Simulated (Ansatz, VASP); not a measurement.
InP: VASP beside Ansatz

```xyz
2
Lattice="0.0000 2.8941 2.7783 2.8941 0.0000 2.7783 2.8941 2.8941 0.0000" Properties=species:S:1:pos:R:3 pbc="T T T"
In    0.0000    0.0000    0.0000
P     2.8941    2.8941    2.7783
```

Alike in both runs: task single point; functional PBEsol; k mesh 16 × 16 × 16; occupations gaussian, width 0.15 eV; no spin polarisation.

|  | VASP | Ansatz |
| --- | --- | --- |
| version | VASP 6.6.1 | Ansatz 0.2.0 |
| potentials or method | VASP PAW PBE potentials, release 64 (In_d, P), cutoff 520 eV | scalar-relativistic, plane waves, PAW |
| valence electrons in the cell | 18 | 18 |

```tsv
	VASP	Ansatz	Ansatz less VASP
gap on the k mesh at the Fermi level (eV)	none	none	-
pressure (GPa)	-8.0	-8.0	-0.01
traceless stress, the component that is largest in VASP (GPa)	1.75	1.75	-0.002
```

VASP's potentials were made for PBE, not for PBEsol. A gap of «none» marks a metal or a gap that the smearing closes. The functional is the same, so the differences come from potentials, cutoffs and numerics.
